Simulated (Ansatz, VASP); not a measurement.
Hf: VASP beside Ansatz

```xyz
1
Lattice="-1.8050 1.8050 1.8050 1.8050 -1.8050 1.8050 1.8050 1.8050 -1.8050" Properties=species:S:1:pos:R:3 pbc="T T T"
Hf    0.0000    0.0000    0.0000
```

Alike in both runs: task single point; functional PBE; k mesh 10 × 10 × 10; occupations gaussian, width 0.026 eV; no spin polarisation.

```csv
,VASP,Ansatz
version,VASP 6.6.1,Ansatz 0.2.0
potentials or method,"VASP PAW PBE potentials, release 64 (Hf_pv)",Ansatz PAW
plane-wave cutoff (eV),520,420
valence electrons in the cell,10,26
```

VASP gave:

* gap on the k mesh at the Fermi level (eV): none
* pressure (GPa): -5.4

Q: Which values does Ansatz return?

A: gap on the k mesh at the Fermi level (eV): none; pressure (GPa): -5.0.

A gap of «none» marks a metal or a gap that the smearing closes. VASP's potentials hold 10 valence electrons a cell and Ansatz's 26, so a difference there can come from the potentials and not from the codes.

Neither program's run includes spin-orbit coupling.
